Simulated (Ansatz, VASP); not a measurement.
**Two plane-wave programs on B**

```
B
1.0
     4.01160    0.00000    0.00000
     0.00000    4.01160    0.00000
     0.00000    0.00000    1.85843
B
4
Direct
  0.30745 0.00000 0.75000
  0.69255 0.00000 0.25000
  0.00000 0.30745 0.00000
  0.00000 0.69255 0.50000
```

Alike in both runs: functional PBE; k mesh 4 × 4 × 10; occupations gaussian, width 0.1 eV; no spin polarisation.

Ansatz relaxed the structure, and its values are those at the end. VASP's run is a single point on that final structure, the one shown.

|  | VASP | Ansatz |
| --- | --- | --- |
| version | VASP 6.6.1 | Ansatz 0.2.0 |
| potentials or method | VASP PAW PBE potentials, release 64 (B), cutoff 520 eV | scalar-relativistic, plane waves, PAW |
| valence electrons in the cell | 12 | 12 |

|  | VASP | Ansatz | Ansatz less VASP |
| --- | --- | --- | --- |
| gap on the k mesh at the Fermi level (eV) | none | none | - |
| pressure (GPa) | 0.0 | 0.0 | +0.03 |

A gap of «none» marks a metal or a gap that the smearing closes.

The k mesh is coarse, so the values compare programs but aren't converged.
